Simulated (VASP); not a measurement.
The system is NbSnTe4.

```
Nb Sn Te
1.0
     0.00000    4.60807    4.60807
     4.60807    0.00000    4.60807
     4.60807    4.60807    0.00000
Nb Sn Te
1 1 4
Direct
  0.50000 0.50000 0.50000
  0.25000 0.25000 0.25000
  0.87474 0.37579 0.87474
  0.87474 0.87474 0.37579
  0.87474 0.87474 0.87474
  0.37579 0.87474 0.87474
```

| Item | Value |
| --- | --- |
| Program | VASP 6.6.1 |
| Task | relaxation of cell and atoms |
| Functional | PBE |
| Potentials or basis | VASP PAW PBE potentials, release 64 (Nb_sv, Sn_d, Te) |
| Cutoff | 600 eV |
| k mesh | 4 × 4 × 4 |
| Occupations | gaussian, width 0.1 eV |
| Spin | no spin polarisation |

At the start: pressure -5.2 GPa; volume 32.62 Å³/atom.

Where does the relaxation end?

Over 5 steps the energy falls by 79.5 meV/atom and the volume is 28.44 Å³/atom (-12.8 %); space group F-43m (No. 216, to 0.05 Å).

The path:
| step | energy change (eV) | largest force (eV/Å) | pressure (GPa) | volume (Å³) |
| --- | --- | --- | --- | --- |
| 1 | 0.0000 | 0.1166 | -5.21 | 195.70 |
| 2 | -0.4673 | 0.0788 | 1.00 | 167.15 |
| 3 | -0.4765 | 0.0884 | 0.02 | 170.14 |
| 4 | -0.4763 | 0.0897 | -0.12 | 170.63 |
| 5 | -0.4772 | 0.0154 | -0.12 | 170.63 |

Final structure:
```
Nb Sn Te
1.0
     0.00000    4.40225    4.40225
     4.40225    0.00000    4.40225
     4.40225    4.40225    0.00000
Nb Sn Te
1 1 4
Direct
  0.50000 0.50000 0.50000
  0.25000 0.25000 0.25000
  0.87416 0.37751 0.87416
  0.87416 0.87416 0.37751
  0.87416 0.87416 0.87416
  0.37751 0.87416 0.87416
```
